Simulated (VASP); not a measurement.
# InSe (R3m) in VASP: a series of runs, part 2 of 2

VASP 6.6.1. Earlier steps stand in the parts before.

## 5. Single point, PBEsol+D3(BJ)

This run uses another cell than the first one, of 29.82 Å³/atom.

INCAR

```
SYSTEM = InSe
PREC = Accurate ; ENCUT = 520
EDIFF = 1E-7 ; ISMEAR = -1
SIGMA = 0.05 ; LREAL = .False.
LASPH = .True. ; NELM = 80
ALGO = Normal ; ISIF = 2
LWAVE = .False. ; LCHARG = .False.
GGA = PS ; IVDW = 12
NBANDS = 27
```

KPOINTS

```
Automatic mesh
0
Gamma
  8 8 8
  0 0 0
```

POSCAR

```
InSe
1.0
    2.0132454191      1.1623477847      8.4958956687
   -2.0132454191      1.1623477847      8.4958956687
    0.0000000000     -2.3246955694      8.4958956687
In Se
2 2
Direct
    0.8886000000      0.8886000000      0.8886000000
    0.0000000000      0.0000000000      0.0000000000
    0.1719000000      0.1719000000      0.1719000000
    0.3835000000      0.3835000000      0.3835000000
```

Run with:

```
> cat potpaw_PBE.64/In_d/POTCAR potpaw_PBE.64/Se/POTCAR > POTCAR
> mpirun -np 1 vasp_std > vasp.out
```

It took 13 min on 1 thread of AMD EPYC 9R45 (Zen 5), shared host; peak memory 0.69 GiB.

The run converged. Its results:

```yaml
Free_energy: -16.7214 eV
Pressure: -2.3 GPa
Largest_force: 0.229 eV/Å
Band_gap_on_the_k_mesh: 0.28 eV
Dispersion_energy_per_atom: -0.283 eV
```

Forces in eV/Å, atoms in the order of the input:
```
In   0.000  0.000  0.229
In   0.000  0.000 -0.209
Se   0.000  0.000  0.037
Se   0.000  0.000 -0.057
```

Stress tensor (GPa, compression positive):
```
-1.97  0.00  0.00
 0.00 -1.97  0.00
 0.00  0.00 -2.91
```

Levels at points of the mesh, in eV from the valence-band top:
```
           k point  band 17  band 18  band 19  band 20  band 21  band 22
(0.00, 0.00, 0.00)    -1.29    -1.20    -1.20     1.57     1.95     4.33
(0.50, 0.00, 0.00)    -2.30    -2.20    -1.64     1.14     1.86     3.55
(0.50, 0.50, 0.00)    -2.46    -2.02    -1.48     1.09     1.90     3.21
(0.50, 0.50, 0.50)    -1.12    -1.12     0.00     0.28     2.03     4.25
```

Caveat: semilocal functionals underestimate gaps, and a narrow one can read as zero; the PAW data sets were made with another functional, which shifts forces and pressure a little; spin-orbit coupling is left out, which moves the levels of the heavy elements. A k mesh can miss the band edges.

## 6. Single point, PBEsol+D3(BJ)

This run uses another cell than the first one, of 30.41 Å³/atom.

INCAR

```
SYSTEM = InSe
  PREC = Accurate
  ENCUT = 520
  EDIFF = 1E-6
  ISMEAR = -1
  SIGMA = 0.05
  LREAL = .FALSE.
  LASPH = .TRUE.
  NELM = 80
  ALGO = Normal
  ISIF = 2
  LWAVE = .FALSE.
  LCHARG = .FALSE.
  GGA = PS
  IVDW = 12
  NBANDS = 27
```

KPOINTS

```
Automatic mesh
0
G
  8 8 8
  0 0 0
```

POSCAR

```
InSe
1.0
    2.0263188076      1.1698957091      8.5510653682
   -2.0263188076      1.1698957091      8.5510653682
    0.0000000000     -2.3397914182      8.5510653682
In Se
2 2
Direct
    0.8886000000      0.8886000000      0.8886000000
    0.0000000000      0.0000000000      0.0000000000
    0.1719000000      0.1719000000      0.1719000000
    0.3835000000      0.3835000000      0.3835000000
```

Potentials or basis: VASP PAW PBE potentials, release 64 (In_d, Se).

Run with:

```
> cat potpaw_PBE.64/In_d/POTCAR potpaw_PBE.64/Se/POTCAR > POTCAR
> mpirun -np 1 vasp_std > vasp.out
```

Wall time 12 min (1 thread of AMD EPYC 9R45 (Zen 5), shared host); peak memory 0.69 GiB.

The run converged. Its results:

```
Free energy                : -16.6826 eV
Pressure                   : -3.1 GPa
Largest force              : 0.193 eV/Å
Band gap on the k mesh     : 0.24 eV
Dispersion energy per atom : -0.278 eV
```

Forces on the atoms (eV/Å):
```
In   0.000  0.000  0.154
In   0.000  0.000 -0.133
Se   0.000  0.000  0.173
Se   0.000  0.000 -0.193
```

Stress tensor (GPa, compression positive):
```
-2.82  0.00  0.00
 0.00 -2.82  0.00
 0.00  0.00 -3.65
```

Levels at points of the mesh, in eV from the valence-band top:
| k point | band 15 | band 16 | band 17 | band 18 | band 19 | band 20 | band 21 | band 22 | band 23 | band 24 |
| --- | --- | --- | --- | --- | --- | --- | --- | --- | --- | --- |
| (0.00, 0.00, 0.00) | -1.46 | -1.26 | -1.26 | -1.17 | -1.17 | 1.53 | 1.92 | 4.31 | 4.31 | 5.04 |
| (0.50, 0.00, 0.00) | -3.33 | -2.29 | -2.25 | -2.15 | -1.60 | 1.15 | 1.83 | 3.54 | 3.87 | 4.70 |
| (0.50, 0.50, 0.00) | -3.11 | -2.55 | -2.40 | -1.98 | -1.44 | 1.07 | 1.89 | 3.22 | 3.54 | 4.32 |
| (0.50, 0.50, 0.50) | -1.32 | -1.32 | -1.10 | -1.10 | 0.00 | 0.24 | 2.00 | 4.23 | 4.23 | 5.49 |

Caveat: the cell stands under tension; semilocal functionals underestimate gaps, and a narrow one can read as zero; the PAW data sets were made with another functional, which shifts forces and pressure a little; spin-orbit coupling is left out, which moves the levels of the heavy elements.

## 7. Overview

```csv
cell,gap on the mesh (eV),pressure (GPa),largest force (eV/Å)
"a = 8.572 Å, angles 26.4°, 4 atoms",0.50,2.1,0.62
"a = 8.632 Å, angles 26.4°, 4 atoms",0.44,0.8,0.49
"a = 8.692 Å, angles 26.4°, 4 atoms",0.38,-0.4,0.39
"a = 8.808 Å, angles 26.4°, 4 atoms",0.28,-2.3,0.23
"a = 8.865 Å, angles 26.4°, 4 atoms",0.24,-3.1,0.19
```

Alike in all rows: task single point; level PBEsol+D3(BJ); potentials or basis VASP PAW PBE potentials, release 64 (In_d, Se); no spin polarisation; k mesh 8 × 8 × 8; cutoff (eV) 520; smearing fermi-dirac 0.05 eV.

Caveats: semilocal functionals underestimate gaps, and a narrow one can read as zero; the PAW data sets were made with another functional, which shifts forces and pressure a little; spin-orbit coupling is left out, which moves the levels of the heavy elements; the cell stands under tension (at least some runs).

Total energies depend on the potentials used, so only differences within one code and one set of settings carry meaning.

## 8. Comparison with measurements

Step 3. Against the measured gap of InSe, 1.25 eV (300 K; “The Interaction of Hydrogen with the van der Waals Crystal γ-InSe”, 2020, pmc:7321205), the calculated 0.44 eV is off by -0.81 eV. Spin-orbit coupling on In, Se is left out. The value is that of PBEsol+D3(BJ) on a finite k mesh, which can miss the band edges, without temperature or zero-point motion. Semilocal functionals fall short of measured gaps as a rule.

Step 4. Against the measured gap of InSe, 1.25 eV (300 K; “The Interaction of Hydrogen with the van der Waals Crystal γ-InSe”, 2020, pmc:7321205), the calculated 0.38 eV is off by -0.87 eV. Spin-orbit coupling on In, Se is left out. The value is that of PBEsol+D3(BJ) on a finite k mesh, which can miss the band edges, without temperature or zero-point motion. Semilocal functionals fall short of measured gaps as a rule.
